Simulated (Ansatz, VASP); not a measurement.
**GdB in VASP and in Ansatz**

```xyz
2
Lattice="3.2453 0.0000 0.0000 0.0000 3.2453 0.0000 0.0000 0.0000 3.2453" Properties=species:S:1:pos:R:3 pbc="T T T"
Gd    1.6226    1.6226    1.6226
B     0.0000    0.0000    0.0000
```

Change from the starting cell: species swapped into the ScAg type (Pm-3m, No. 221).

Alike in both runs: functional PBE; k mesh 18 × 18 × 18; occupations gaussian, width 0.1 eV; collinear spin.

Ansatz relaxed the structure, and its values are those at the end. VASP's run is a single point on that final structure, the one shown.

|  | VASP | Ansatz |
| --- | --- | --- |
| version | VASP 6.6.1 | Ansatz 0.2.0 |
| potentials or method | VASP PAW PBE potentials, release 64 (Gd, B), cutoff 520 eV | scalar-relativistic, plane waves, PAW |
| valence electrons in the cell | 21 | 21 |

Ansatz gave:

- gap on the k mesh at the Fermi level (eV): none
- pressure (GPa): 0.0
- net moment per atom (μB): 3.52
- size of the moment on the site where the two differ most (μB): 6.94

Task: Estimate VASP's values.

Result: gap on the k mesh at the Fermi level (eV): none; pressure (GPa): -0.1; net moment per atom (μB): 3.52; size of the moment on the site where the two differ most (μB): 6.81.

Site moments also hang on the region over which each program counts them. A gap of «none» marks a metal or a gap that the smearing closes. The functional is the same, so the differences come from potentials, cutoffs and numerics.

Neither program's run includes spin-orbit coupling.
